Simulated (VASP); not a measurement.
A run of VASP 6.6.1 is set up as follows.

The input INCAR:

```
SYSTEM = YSc2Pt2
ALGO = Fast
EDIFF = 1E-7
ENCUT = 520
GGA = PE
ISIF = 2
ISMEAR = 0
LASPH = .TRUE.
LCHARG = .FALSE.
LREAL = .FALSE.
LWAVE = .FALSE.
NBANDS = 34
NELM = 100
PREC = Accurate
SIGMA = 0.1
```

KPOINTS

```
k-points
0
G
  12 12 12
  0 0 0
```

File POSCAR:

```
YSc2Pt2
1.0
   -2.4654207156      2.4654207156      4.8368249242
    2.4654207156     -2.4654207156      4.8368249242
    2.4654207156      2.4654207156     -4.8368249242
Y Sc Pt
1 2 2
Direct
    0.0000000000      0.0000000000      0.0000000000
    0.6578387883      0.6578387883      0.0000000000
    0.3421612117      0.3421612117      0.0000000000
    0.2500000000      0.7500000000      0.5000000000
    0.7500000000      0.2500000000      0.5000000000
```

Potentials or basis: VASP PAW PBE potentials, release 64 (Y_sv, Sc_sv, Pt).

Command:

```console
$ cat potpaw_PBE.64/Y_sv/POTCAR potpaw_PBE.64/Sc_sv/POTCAR potpaw_PBE.64/Pt/POTCAR > POTCAR
$ mpirun -np 1 vasp_std > vasp.out
```

(1) What does it give for the pressure?

(2) Estimate the largest force.

(3) What does it give for the band gap on the k mesh?

Results:

(1) 0.1 GPa.

(2) 0.033 eV/Å.

(3) zero (an odd number of electrons rules out a gap without spin polarisation).

Caveat: spin-orbit coupling is left out, which moves the levels of the heavy elements.
